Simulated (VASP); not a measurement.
Input of a VASP 6.6.1 run:

POSCAR

```
Zr
1.0
    3.3694958284      0.0000000000      0.0000000000
   -1.6847479142      2.9180689854      0.0000000000
    0.0000000000      0.0000000000      5.3559164913
Zr
2
Direct
    0.3333333333      0.6666666667      0.2500000000
    0.6666666667      0.3333333333      0.7500000000
```

The input INCAR.step1:

```
PREC     = Accurate       # precision mode
ENCUT    = 520            # plane-wave cutoff, eV
ISMEAR   = -1             # smearing method
SIGMA    = 0.1            # smearing width, eV
LREAL    = F              # projectors in reciprocal space
LASPH    = T              # aspherical terms in the spheres
NELM     = 60             # most SCF steps
NBANDS   = 19             # bands
GGA      = PE             # functional
ALGO     = Normal         # electronic algorithm
EDIFF    = 1E-4           # SCF threshold, eV
LWAVE    = T              # write WAVECAR
LCHARG   = F              # write CHGCAR
```

File INCAR.step2:

```
PREC     = Accurate       # precision mode
ENCUT    = 520            # plane-wave cutoff, eV
EDIFF    = 1E-6           # SCF threshold, eV
ISMEAR   = -1             # smearing method
SIGMA    = 0.1            # smearing width, eV
LREAL    = F              # projectors in reciprocal space
LASPH    = T              # aspherical terms in the spheres
NELM     = 60             # most SCF steps
ALGO     = Normal         # electronic algorithm
ISIF     = 2              # what is computed and relaxed
LWAVE    = F              # write WAVECAR
LCHARG   = F              # write CHGCAR
METAGGA  = R2SCAN         # meta-GGA
LMIXTAU  = T            
NBANDS   = 19             # bands
ISTART   = 1
```

KPOINTS

```
Automatic mesh
0
Gamma
  18 18 10
```

Potentials or basis: VASP PAW PBE potentials, release 64 (Zr_sv).

The run is started by

```bash
$ cat potpaw_PBE.64/Zr_sv/POTCAR > POTCAR
$ cp INCAR.step1 INCAR
$ mpirun -np 1 vasp_std > vasp.out
$ cp INCAR.step2 INCAR
$ mpirun -np 1 vasp_std > vasp.out
```

Problem. What does it give for the pressure?

Solution. -8.9 GPa.

Problem. Estimate the band gap on the k mesh.

Solution. Zero (bands 12 and 13 overlap by 1.32 eV).

Stress tensor (GPa, compression positive):
```
-8.83  0.00  0.00
 0.00 -8.83  0.00
 0.00  0.00 -9.13
```

Caveat: the cell stands under tension; the PAW data sets were made with another functional, which shifts forces and pressure a little.
